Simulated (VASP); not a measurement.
Set up this calculation in VASP 6.6.1, as the native input.

```
Task                   : single point
Functional             : PBEsol
Potentials or basis    : VASP PAW PBE potentials, release 64 (Na_pv, Cl)
Cutoff                 : 520 eV
k mesh                 : 8 × 8 × 8
Occupations            : gaussian, width 0.05 eV
Spin                   : no spin polarisation
Dipole correction      : no
Further INCAR settings : ALGO = Normal; EDIFF = 1e-06; NBANDS = 14
```

The structure of NaCl lies in POSCAR:

```
NaCl
1.0
    0.1061906250      2.8317500000      2.8317500000
    2.9379406250      0.0000000000      2.9379406250
    2.8317500000      2.8317500000      0.1061906250
Na Cl
1 1
Direct
    0.0000000000      0.0000000000      0.0000000000
    0.5000000000      0.5000000000      0.5000000000
```

This cell differs from its parent crystal: strain +0.0750 x Voigt [0, 0, 0, 0, 1, 0].

These files were run (other wordings do the same):

INCAR

```
PREC     = Accurate       # precision mode
ENCUT    = 520            # plane-wave cutoff, eV
EDIFF    = 1E-6           # SCF threshold, eV
ISMEAR   = 0              # smearing method
SIGMA    = 0.05           # smearing width, eV
LREAL    = F              # projectors in reciprocal space
LASPH    = T              # aspherical terms in the spheres
NELM     = 100            # most SCF steps
ALGO     = Normal         # electronic algorithm
ISIF     = 2              # what is computed and relaxed
LWAVE    = F              # write WAVECAR
LCHARG   = F              # write CHGCAR
GGA      = PS             # functional
NBANDS   = 14             # bands
```

KPOINTS

```
Automatic mesh
0
Gamma
  8 8 8
```

Potentials or basis: VASP PAW PBE potentials, release 64 (Na_pv, Cl).

Run with:

```bash
$ cat potpaw_PBE.64/Na_pv/POTCAR potpaw_PBE.64/Cl/POTCAR > POTCAR
$ mpirun -np 1 vasp_std > vasp.out
```

It gave:

```yaml
Pressure: -0.8 GPa
Band_gap_on_the_k_mesh: 4.72 eV, direct
```

Caveat: the cell differs from its parent crystal (strain +0.0750 x Voigt [0, 0, 0, 0, 1, 0]); the PAW data sets were made with another functional, which shifts forces and pressure a little.

Wall time 36 s on 1 thread of Intel(R) Xeon(R) Platinum 8559C (Emerald Rapids), with other jobs on the host, peak memory 0.2 GiB.
